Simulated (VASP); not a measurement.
# Ga (I4/mmm) in VASP: a series of runs

Ga is run at these levels: PBEsol; tasks: single point.

Program: VASP 6.6.1. These are calculated values, not measurements. Logs are shortened: lines on timing, memory, paths and dates and some standing lists are left out, and cuts for length are marked.

**1. The cell of the first run**

It takes space group I4/mmm (No. 139, tetragonal). Conventional cell: a = 2.751 Å, b = 2.751 Å, c = 4.367 Å, α = 90.00°, β = 90.00°, γ = 90.00°. Within 3.6 Å of Ga (site symmetry 4/mmm) lie 12 Ga at 2.75 to 2.92 Å.

**2. Single point, PBEsol (volume scaled by 0.94)**

Contents of INCAR:

```
  PREC = Accurate
  ENCUT = 520
  EDIFF = 1E-7
  ISMEAR = -1
  SIGMA = 0.03
  LREAL = F
  LASPH = T
  NELM = 60
  ALGO = Normal
  ISIF = 2
  LWAVE = F
  LCHARG = F
  GGA = PS
  NBANDS = 12
```

Contents of KPOINTS:

```
regular mesh
0
Gamma
  16 16 16
```

Contents of POSCAR:

```
Ga
1.0
   -1.3753388966      1.3753388966      2.1834974363
    1.3753388966     -1.3753388966      2.1834974363
    1.3753388966      1.3753388966     -2.1834974363
Ga
1
Direct
    0.0000000000      0.0000000000      0.0000000000
```

Potentials or basis: VASP PAW PBE potentials, release 64 (Ga_d).

Run with:

```console
$ cat potpaw_PBE.64/Ga_d/POTCAR > POTCAR
$ mpirun -np 1 vasp_std > vasp.out
```

OUTCAR:

```text
PREC = Accurate
   ENCUT = 520
   EDIFF = 1E-7
   ISMEAR = -1
   LREAL = F
   LASPH = T
   NELM = 60
   ISIF = 2
   GGA = PS

 ion  position               nearest neighbor table
   1  0.000  0.000  0.000-

  LATTYP: Found a body centered tetragonal cell.
 ALAT       =     2.7506777932
 C/A-ratio  =     1.5876068376

  Lattice vectors:

 A1 = (  -1.3753388966,   1.3753388966,   2.1834974363)
 A2 = (   1.3753388966,  -1.3753388966,   2.1834974363)
 A3 = (   1.3753388966,   1.3753388966,  -2.1834974363)

Analysis of symmetry for initial positions (statically):
=====================================================================
 Subroutine PRICEL returns:
 Original cell was already a primitive cell.

 Routine SETGRP: Setting up the symmetry group for a
 body centered tetragonal supercell.

 Subroutine GETGRP returns: Found 16 space group operations
 (whereof 16 operations were pure point group operations)
 out of a pool of 16 trial point group operations.

The static configuration has the point symmetry D_4h.

Analysis of symmetry for dynamics (positions and initial velocities):
=====================================================================
 Subroutine PRICEL returns:
 Original cell was already a primitive cell.

 Routine SETGRP: Setting up the symmetry group for a
 body centered tetragonal supercell.

 Subroutine GETGRP returns: Found 16 space group operations
 (whereof 16 operations were pure point group operations)
 out of a pool of 16 trial point group operations.

The dynamic configuration has the point symmetry D_4h.

 Subroutine INISYM returns: Found 16 space group operations
 (whereof 16 operations are pure point group operations),
 and found     1 'primitive' translations

----------------------------------------------------------------------------------------

                                     Primitive cell

  volume of cell :      16.5208

  direct lattice vectors                    reciprocal lattice vectors
    -1.375338897  1.375338897  2.183497436     0.000000000  0.363546760  0.228990422
     1.375338897 -1.375338897  2.183497436     0.363546760  0.000000000  0.228990422
     1.375338897  1.375338897 -2.183497436     0.363546760  0.363546760  0.000000000

  length of vectors
[... 82 lines left out ...]
   EDIFFG = 0.1E-05   stopping-criterion for IOM
   NSW    =      0    number of steps for IOM
   IBRION =     -1    ionic relax: 0-MD 1-quasi-New 2-CG
   NFREE  =      0    steps in history (QN), initial steepest desc. (CG)
   ISIF   =      2    stress and relaxation
   ISYM   =      2    0-nonsym 1-usesym 2-fastsym
   POTIM  = 0.5000    time-step for ionic-motion
   TEBEG  =    0.0;   TEEND  =   0.0 temperature during run
   PSTRESS=    0.0 pullay stress
   NELECT =      13.0000    total number of electrons
   NUPDOWN=      -1.0000    fix difference up-down
   EMIN   =  10.00;   EMAX   =-10.00  energy-range for DOS
   EFERMI =   0.00;   METHOD = LEGACY
   ISMEAR =    -1;   SIGMA  =   0.03  broadening in eV -4-tet -1-fermi 0-gaus
   EFERMI_NEDOS =   21; number of points for ismear=-14 and -15
   IALGO  =     38    algorithm
   IMIX   =      4    mixing-type and parameters
     AMIX     =   0.40;   BMIX     =  1.00
     AMIX_MAG =   1.60;   BMIX_MAG =  1.00
  volume/ion in A,a.u.               =      16.52       111.49
  Fermi-wavevector in a.u.,A,eV,Ry     =   1.511397  2.856126 31.080075  2.284321
  Thomas-Fermi vector in A             =   2.621460
   LORBIT       =      0    0 simple, 1 ext, 2 COOP (PROOUT), +10 PAW based schemes
   GGA     = PS    functional components
   LHFCALC =     F    Hartree Fock is set to
   AEXX    =    0.0000 exact exchange contribution
   IVDW    =     0    specifies the selected vdW correction
   LEPSILON=     F    determine dielectric tensor
   LRPA    =     F    only Hartree local field effects (RPA)
 non-spin polarized calculation
  energy-cutoff  :      520.00
  volume of cell :       16.52
 maximum number of plane-waves:       464
 NGX is ok and might be reduce to    24
   NGX = 11   NGY = 11   NGZ = 11

 number of electron      13.0000006 magnetization

 Free energy of the ion-electron system (eV)
  ---------------------------------------------------
  ext. energy  EPLUGINS =         0.00000000
  ---------------------------------------------------
  free energy    TOTEN  =        -3.31956966 eV

  energy without entropy =       -3.31883089  energy(sigma->0) =       -3.31920027

 E-fermi :   6.7129     XC(G=0): -11.8329

 val. band max:        6.7102805984   @ k =  -0.3125   0.5000   0.3125
 cond. band min:       6.7356351738   @ k =   0.3750   0.3125   0.1250
 fundamental gap:      0.0253545754
 Fermi energy:         6.7128879935

 k-point     1 :       0.0000    0.0000    0.0000
  band No.  band energies     occupation
      1      -8.3755      2.00000
      2      -8.2220      2.00000
      3      -8.2220      2.00000
      4      -8.1928      2.00000
      5      -8.0308      2.00000
      6      -5.4181      2.00000
      7      20.4514      0.00000
      8      20.4514      0.00000
      9      20.5470      0.00000
     10      23.5005      0.00000
     11      23.8074      0.00000
     12      24.4154      0.00000
[... 331 lines left out ...]
 k-point    24 :      -0.0625    0.0625    0.0000
  band No.  band energies     occupation
      1      -8.3579      2.00000
      2      -8.2322      2.00000
      3      -8.2143      2.00000
      4      -8.1868      2.00000
      5      -8.0397      2.00000
      6      -5.2594      2.00000
      7      19.1901      0.00000
      8      19.5221      0.00000
      9      19.9195      0.00000
     10      21.7861      0.00000
     11      25.3140      0.00000
     12      25.3363      0.00000

 [... further k-points ...]

------------------------ aborting loop because EDIFF is reached ----------------------------------------

  FORCE on cell =-STRESS in cart. coord.  units (eV):
  Direction    XX          YY          ZZ          XY          YZ          ZX
  --------------------------------------------------------------------------------------
  -------------------------------------------------------------------------------------
  Total        0.5769491      0.5769491      0.4426430      0.0000000      0.0000000      0.0000000
  in kB       55.9520439     55.9520439     42.9271502      0.0000000      0.0000000      0.0000000
  external PRESSURE =      51.6104127 kB  Pullay stress =       0.0000000 kB

 VOLUME and BASIS-vectors are now :
 -----------------------------------------------------------------------------
  energy-cutoff  :      520.00
  volume of cell :       16.52
      direct lattice vectors                 reciprocal lattice vectors
    -1.375338897  1.375338897  2.183497436     0.000000000  0.363546760  0.228990422
     1.375338897 -1.375338897  2.183497436     0.363546760  0.000000000  0.228990422
     1.375338897  1.375338897 -2.183497436     0.363546760  0.363546760  0.000000000

 POSITION                                       TOTAL-FORCE (eV/Angst)
 -----------------------------------------------------------------------------------
      0.00000      0.00000      0.00000         0.000000      0.000000     -0.000000
 -----------------------------------------------------------------------------------
    total drift:                                0.000000      0.000000     -0.000000

  FREE ENERGIE OF THE ION-ELECTRON SYSTEM (eV)
  ---------------------------------------------------
  free  energy   TOTEN  =        -3.3195696616 eV

  energy  without entropy=       -3.3188308856  energy(sigma->0) =       -3.31920027
```

It took 30 s on 1 thread of Intel Xeon Platinum 8559C (Emerald Rapids), shared host; peak memory 0.19 GiB.

Results:

```
Free energy : -3.3196 eV
Pressure    : 5.2 GPa
```

Levels at points of the mesh, in eV from the Fermi level:
| k point | band 4 | band 5 | band 6 | band 7 | band 8 | band 9 |
| --- | --- | --- | --- | --- | --- | --- |
| (0.00, 0.00, 0.00) | -14.91 | -14.74 | -12.13 | 13.74 | 13.74 | 13.83 |
| (0.50, 0.00, 0.00) | -14.70 | -14.65 | -5.02 | -4.63 | 9.19 | 12.57 |
| (0.50, 0.50, 0.00) | -14.70 | -14.57 | -2.47 | -1.17 | 4.31 | 5.22 |
| (0.50, 0.50, 0.50) | -14.66 | -14.66 | -3.98 | -3.81 | 6.82 | 6.82 |

Caveat: the PAW data sets were made with another functional, which shifts forces and pressure a little.

**3. Single point, PBEsol (volume scaled by 0.98)**

Contents of INCAR:

```
SYSTEM = Ga
PREC     = Accurate       ! precision mode
ENCUT    = 520            ! plane-wave cutoff, eV
EDIFF    = 1E-7           ! SCF threshold, eV
ISMEAR   = -1             ! smearing method
SIGMA    = 0.03           ! smearing width, eV
LREAL    = .False.        ! projectors in reciprocal space
LASPH    = .True.         ! aspherical terms in the spheres
NELM     = 60             ! most SCF steps
ALGO     = Normal         ! electronic algorithm
ISIF     = 2              ! what is computed and relaxed
LWAVE    = .False.        ! write WAVECAR
LCHARG   = .False.        ! write CHGCAR
GGA      = PS             ! functional
NBANDS   = 12             ! bands
```

Contents of KPOINTS:

```
Automatic mesh
0
Gamma
  16 16 16
  0 0 0
```

Contents of POSCAR:

```
Ga
1.0
   -1.3945768973      1.3945768973      2.2140398177
    1.3945768973     -1.3945768973      2.2140398177
    1.3945768973      1.3945768973     -2.2140398177
Ga
1
Direct
    0.0000000000      0.0000000000      0.0000000000
```

Potentials or basis: VASP PAW PBE potentials, release 64 (Ga_d).

Run with:

```console
$ cat potpaw_PBE.64/Ga_d/POTCAR > POTCAR
$ mpirun -np 1 vasp_std > vasp.out
```

Run time: 29 s. Hardware: 1 thread of Intel Xeon Platinum 8559C (Emerald Rapids), shared host; peak memory 0.19 GiB.

It converged, with:

| Quantity | Value |
| --- | --- |
| Free energy | -3.3352 eV |
| Pressure | 2.0 GPa |

Stress tensor (GPa, compression positive):
```
2.35 0.00 0.00
0.00 2.35 0.00
0.00 0.00 1.39
```

Levels at points of the mesh, in eV from the Fermi level:
| k point | band 2 | band 3 | band 4 | band 5 | band 6 | band 7 | band 8 | band 9 | band 10 | band 11 |
| --- | --- | --- | --- | --- | --- | --- | --- | --- | --- | --- |
| (0.00, 0.00, 0.00) | -14.87 | -14.87 | -14.84 | -14.69 | -11.76 | 13.26 | 13.26 | 13.32 | 16.57 | 16.69 |
| (0.50, 0.00, 0.00) | -14.97 | -14.85 | -14.66 | -14.61 | -4.97 | -4.39 | 8.91 | 12.14 | 13.03 | 15.78 |
| (0.50, 0.50, 0.00) | -15.08 | -14.66 | -14.65 | -14.54 | -2.32 | -1.26 | 4.21 | 5.12 | 8.32 | 8.38 |
| (0.50, 0.50, 0.50) | -15.08 | -14.63 | -14.62 | -14.62 | -3.81 | -3.77 | 6.66 | 6.66 | 9.92 | 10.81 |

Caveat: the PAW data sets were made with another functional, which shifts forces and pressure a little.

**4. Single point, PBEsol (volume scaled by 1.01)**

Contents of INCAR:

```
  PREC = Accurate
  ENCUT = 520
  EDIFF = 1E-7
  ISMEAR = -1
  SIGMA = 0.03
  LREAL = False
  LASPH = True
  NELM = 100
  ALGO = Normal
  ISIF = 2
  LWAVE = False
  LCHARG = False
  GGA = PS
  NBANDS = 12
```

Contents of KPOINTS:

```
regular mesh
0
Gamma
  16 16 16
```

Contents of POSCAR:

```
Ga
1.0
   -1.4086644861      1.4086644861      2.2364053700
    1.4086644861     -1.4086644861      2.2364053700
    1.4086644861      1.4086644861     -2.2364053700
Ga
1
Direct
    0.0000000000      0.0000000000      0.0000000000
```

Potentials or basis: VASP PAW PBE potentials, release 64 (Ga_d).

Run with:

```console
$ cat potpaw_PBE.64/Ga_d/POTCAR > POTCAR
$ mpirun -np 1 vasp_std > vasp.out
```

OUTCAR:

```text
PREC = Accurate
   ENCUT = 520
   EDIFF = 1E-7
   ISMEAR = -1
   LREAL = False
   LASPH = True
   NELM = 100
   ISIF = 2
   GGA = PS

 ion  position               nearest neighbor table
   1  0.000  0.000  0.000-

  LATTYP: Found a body centered tetragonal cell.
 ALAT       =     2.8173289722
 C/A-ratio  =     1.5876068376

  Lattice vectors:

 A1 = (  -1.4086644861,   1.4086644861,   2.2364053700)
[... 536 lines left out ...]
      9      18.3604      0.00000
     10      20.6124      0.00000
     11      23.7440      0.00000
     12      23.7515      0.00000

 [... further k-points ...]

------------------------ aborting loop because EDIFF is reached ----------------------------------------

  FORCE on cell =-STRESS in cart. coord.  units (eV):
  Direction    XX          YY          ZZ          XY          YZ          ZX
  --------------------------------------------------------------------------------------
  -------------------------------------------------------------------------------------
  Total        0.0310285      0.0310285     -0.0451548      0.0000000      0.0000000      0.0000000
  in kB        2.8005652      2.8005652     -4.0755758      0.0000000      0.0000000      0.0000000
  external PRESSURE =       0.5085182 kB  Pullay stress =       0.0000000 kB

 VOLUME and BASIS-vectors are now :
 -----------------------------------------------------------------------------
  energy-cutoff  :      520.00
  volume of cell :       17.75
      direct lattice vectors                 reciprocal lattice vectors
    -1.408664486  1.408664486  2.236405370     0.000000000  0.354946124  0.223573064
     1.408664486 -1.408664486  2.236405370     0.354946124  0.000000000  0.223573064
     1.408664486  1.408664486 -2.236405370     0.354946124  0.354946124  0.000000000

 POSITION                                       TOTAL-FORCE (eV/Angst)
 -----------------------------------------------------------------------------------
      0.00000      0.00000      0.00000        -0.000000      0.000000      0.000000
 -----------------------------------------------------------------------------------
    total drift:                                0.000000      0.000000      0.000000

  FREE ENERGIE OF THE ION-ELECTRON SYSTEM (eV)
  ---------------------------------------------------
  free  energy   TOTEN  =        -3.3385455460 eV

  energy  without entropy=       -3.3380301929  energy(sigma->0) =       -3.33828787
```

OSZICAR:

```text
N       E                     dE             d eps       ncg     rms          rms(c)
DAV:   1     0.430966365546E+02    0.43097E+02   -0.66342E+03  9092   0.191E+03
DAV:   2    -0.131535561298E+01   -0.44412E+02   -0.42677E+02  8940   0.260E+02
DAV:   3    -0.336745044781E+01   -0.20521E+01   -0.20480E+01  9512   0.449E+01
DAV:   4    -0.338435899955E+01   -0.16909E-01   -0.16906E-01  9756   0.433E+00
DAV:   5    -0.338453263926E+01   -0.17364E-03   -0.17364E-03  9844   0.422E-01    0.994E-01
DAV:   6    -0.334704535989E+01    0.37487E-01   -0.62499E-02 10508   0.527E+00    0.462E-01
DAV:   7    -0.333955744019E+01    0.74879E-02   -0.89595E-03 11004   0.169E+00    0.138E-01
DAV:   8    -0.333854331936E+01    0.10141E-02   -0.82068E-04 10820   0.515E-01    0.717E-03
DAV:   9    -0.333854493323E+01   -0.16139E-05   -0.69258E-06 10860   0.436E-02    0.343E-03
DAV:  10    -0.333854559204E+01   -0.65881E-06   -0.29681E-07  9672   0.834E-03    0.213E-04
DAV:  11    -0.333854554602E+01    0.46013E-07   -0.58728E-09  6528   0.124E-03
   1 F= -.33385455E+01 E0= -.33382879E+01  d E =-.515353E-03
```

stdout:

```text
POSCAR found type information on POSCAR Ga
 POSCAR found :  1 types and       1 ions
 scaLAPACK will be used
 -----------------------------------------------------------------------------
|                                                                             |
|                                                                             |
|     You enforced a specific xc type in the INCAR file but a different       |
|     I HOPE YOU KNOW WHAT YOU ARE DOING!                                     |
|                                                                             |
 -----------------------------------------------------------------------------

 LDA part: xc-table for (Slater+PW92), standard interpolation
 POSCAR, INCAR and KPOINTS ok, starting setup
 FFT: planning ... GRIDC
 FFT: planning ... GRID_SOFT
 FFT: planning ... GRID
 WAVECAR not read
 entering main loop
```

Run time: 34 s. Hardware: 1 thread of Intel Xeon Platinum 8559C (Emerald Rapids), shared host; peak memory 0.19 GiB.

What came out:

- Free energy: -3.3385 eV
- Pressure: 0.1 GPa

Stress tensor (GPa, compression positive):
```
 0.28  0.00  0.00
 0.00  0.28  0.00
 0.00  0.00 -0.41
```

Levels at points of the mesh, in eV from the Fermi level:
| k point | band 3 | band 4 | band 5 | band 6 | band 7 | band 8 | band 9 | band 10 |
| --- | --- | --- | --- | --- | --- | --- | --- | --- |
| (0.00, 0.00, 0.00) | -14.84 | -14.82 | -14.68 | -11.52 | 12.91 | 12.91 | 12.94 | 16.39 |
| (0.50, 0.00, 0.00) | -14.83 | -14.65 | -14.61 | -4.95 | -4.24 | 8.69 | 11.82 | 12.79 |
| (0.50, 0.50, 0.00) | -14.65 | -14.64 | -14.53 | -2.22 | -1.35 | 4.13 | 5.03 | 8.18 |
| (0.50, 0.50, 0.50) | -14.62 | -14.61 | -14.61 | -3.83 | -3.63 | 6.52 | 6.52 | 9.78 |

Caveat: the PAW data sets were made with another functional, which shifts forces and pressure a little.

(Continued in part 2 of 2.)
